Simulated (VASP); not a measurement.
Set up this calculation in VASP 6.6.1, as the native input.

- Task: single point
- Functional: PBE
- Potentials or basis: VASP PAW PBE potentials, release 64 (Cl)
- Cutoff: 520 eV
- k mesh: 17 × 17 × 17
- Occupations: fermi-dirac, width 0.1 eV
- Spin: no spin polarisation
- Dipole correction: no
- Further INCAR settings: ALGO = Normal; EDIFF = 1e-06; NBANDS = 10

The structure of Cl lies in POSCAR:

```
Cl
1.0
   -1.5577633237      1.5577633237      1.5577633237
    1.5577633237     -1.5577633237      1.5577633237
    1.5577633237      1.5577633237     -1.5577633237
Cl
1
Direct
    0.0000000000      0.0000000000      0.0000000000
```

This cell differs from its parent crystal: volume scaled by 0.7, core large.

These files were run (other wordings do the same):

INCAR

```
SYSTEM = Cl
PREC = Accurate
ENCUT = 520
EDIFF = 1E-6
ISMEAR = -1
SIGMA = 0.1
LREAL = .False.
LASPH = .True.
NELM = 100
ALGO = Normal
ISIF = 2
LWAVE = .False.
LCHARG = .False.
GGA = PE
NBANDS = 10
```

KPOINTS

```
regular mesh
0
Gamma
  17 17 17
  0 0 0
```

Potentials or basis: VASP PAW PBE potentials, release 64 (Cl).

The run is started by

```sh
$ cat potpaw_PBE.64/Cl/POTCAR > POTCAR
$ mpirun -np 1 vasp_std > vasp.out
```

Results of the run:

The pressure is 26.6 GPa.

Caveat: an odd number of electrons without spin polarisation forces a metal; a magnetic or distorted state may lie lower.

Run time: 6.9 s on 1 thread of AMD EPYC 9R45 (Zen 5) (shared host), peak memory 0.1 GiB.
